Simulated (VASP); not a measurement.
AlN, 20 atoms in the cell. The cell holds a slab with vacuum, 20 atoms: a = 3.114 Å, b = 5.876 Å, c = 25.788 Å, α = 90.00°, β = 90.00°, γ = 105.36°. 

```yaml
Program: VASP 6.6.1
Task: single point
Functional: PBEsol
Potentials_or_basis: VASP PAW PBE potentials, release 64 (Al, N)
Cutoff: 520 eV
k_mesh: 9 × 5 × 1
Occupations: gaussian, width 0.05 eV
Spin: no spin polarisation
Dipole_correction: yes
Further_INCAR_settings: ALGO = Normal; EDIFF = 1e-06; NBANDS = 56; ISYM = 0; NELMDL = -8
```

Potentials or basis: VASP PAW PBE potentials, release 64 (Al, N).

Launch:

```sh
$ cat potpaw_PBE.64/Al/POTCAR potpaw_PBE.64/N/POTCAR > POTCAR
$ mpirun -np 1 vasp_std > vasp.out
```

Hardware: 1 thread of Intel(R) Xeon(R) 6975P-C (Granite Rapids) (shared host).

**Question.** How long does it take, and how much memory?

**Answer.** It took 18 min on 1 thread of Intel(R) Xeon(R) 6975P-C (Granite Rapids), with other jobs on the host, peak memory 0.73 GiB. Counts: scf iterations 41, k points 23.
